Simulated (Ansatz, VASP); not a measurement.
# One calculation of Ge, two programs

INCAR

```
ALGO = Normal
EDIFF = 1E-6
ENCUT = 520
GGA = PS
ISIF = 2
ISMEAR = 1
LASPH = T
LCHARG = T
LELF = T
LREAL = F
LVHAR = T
LWAVE = F
NBANDS = 21
NELM = 60
PREC = Accurate
SIGMA = 0.1
```

Contents of KPOINTS:

```
k-points
0
Gamma
  8 8 6
```

POSCAR

```
Ge
1.0
   -2.5771700000      2.7232100000      1.4254800000
    2.5399200000     -2.7117800000      1.3358000000
    2.4847100000      2.6193100000     -1.4044200000
Ge
2
Direct
    0.2554171592      0.7657908283      0.5080111047
    0.5008400000      0.4981200000      0.0065300000
```

Input for Ansatz:

```yaml
crystal:
  lattice:
    - [-2.57717, 2.72321, 1.42548]
    - [2.53992, -2.71178, 1.3358]
    - [2.48471, 2.61931, -1.40442]
  atoms:
    - { symbol: Ge, position: [0.25541715915479085, 0.765790828251512, 0.5080111046626657] }
    - { symbol: Ge, position: [0.50084, 0.49812, 0.00653] }
basis:
  ecutwfc: 540.0
  xc_grid: 2
kpoints:
  mp_grid:
    grid: [8, 8, 6]
hamiltonian:
  xc: pbesol
scf:
  max_iter: 65
  convergence:
    dr2_threshold: 1.0e-09
  occupations:
    method: cold
    width: 0.1
output:
  forces: true
  stress: true
```

Alike in both runs: task single point; functional PBEsol; k mesh 8 × 8 × 6; no spin polarisation.

|  | VASP | Ansatz |
| --- | --- | --- |
| version | VASP 6.6.1 | Ansatz 0.2.0 |
| potentials or method | VASP PAW PBE potentials, release 64 (Ge_d), cutoff 520 eV | plane waves, PAW |
| occupations | methfessel-paxton of order 1, width 0.1 eV | cold, width 0.1 eV |
| valence electrons in the cell | 28 | 28 |

Ansatz gave:

| Item | Value |
| --- | --- |
| pressure (GPa) | -0.1 |
| traceless stress, the component that is largest in VASP (GPa) | -7.05 |
| rms of the force components (eV/Å) | 0.219 |

Task: Estimate VASP's values.

Result: Pressure (GPa): -0.2; traceless stress, the component that is largest in VASP (GPa): -6.98; rms of the force components (eV/Å): 0.220.

VASP's potentials were made for PBE, not for PBEsol. Atom by atom the forces differ by 0.002 eV/Å (rms over components). Ansatz's warnings: stress scf threshold loose.
